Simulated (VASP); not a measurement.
Input of a VASP 6.6.1 run:

INCAR

```
SYSTEM = Sc2GeTe2
PREC     = Accurate       ! precision mode
ENCUT    = 520            ! plane-wave cutoff, eV
EDIFF    = 1E-6           ! SCF threshold, eV
ISMEAR   = 0              ! smearing method
SIGMA    = 0.1            ! smearing width, eV
LREAL    = .False.        ! projectors in reciprocal space
LASPH    = .True.         ! aspherical terms in the spheres
NELM     = 100            ! most SCF steps
ALGO     = Normal         ! electronic algorithm
ISIF     = 2              ! what is computed and relaxed
LWAVE    = .False.        ! write WAVECAR
LCHARG   = .True.         ! write CHGCAR
GGA      = PE             ! functional
LELF     = .True.         ! ELF
LVHAR    = .True.       
NBANDS   = 32             ! bands
```

Contents of KPOINTS:

```
Automatic mesh
0
Gamma
  12 12 4
  0 0 0
```

Contents of POSCAR:

```
Sc2GeTe2
1.0
    4.1438450358      0.0000000000      0.0000000000
   -2.0719225179      3.5886750703      0.0000000000
    0.0000000000      0.0000000000     12.9670481996
Sc Ge Te
2 1 2
Direct
    0.3333333333      0.6666666667      0.2083527272
    0.3333333333      0.6666666667      0.7916472728
    0.3333333333      0.6666666667      0.0000000000
    0.6666666667      0.3333333333      0.6784821102
    0.6666666667      0.3333333333      0.3215178898
```

Potentials or basis: VASP PAW PBE potentials, release 64 (Sc_sv, Ge_d, Te).

Command:

```bash
$ cat potpaw_PBE.64/Sc_sv/POTCAR potpaw_PBE.64/Ge_d/POTCAR potpaw_PBE.64/Te/POTCAR > POTCAR
$ mpirun -np 1 vasp_std > vasp.out
```

(1) Estimate the band gap on the k mesh.

(2) What does it give for the largest force?

Results:

(1) zero (bands 24 and 25 overlap by 1.62 eV).

(2) 0.026 eV/Å.

Caveat: spin-orbit coupling is left out, which moves the levels of the heavy elements.
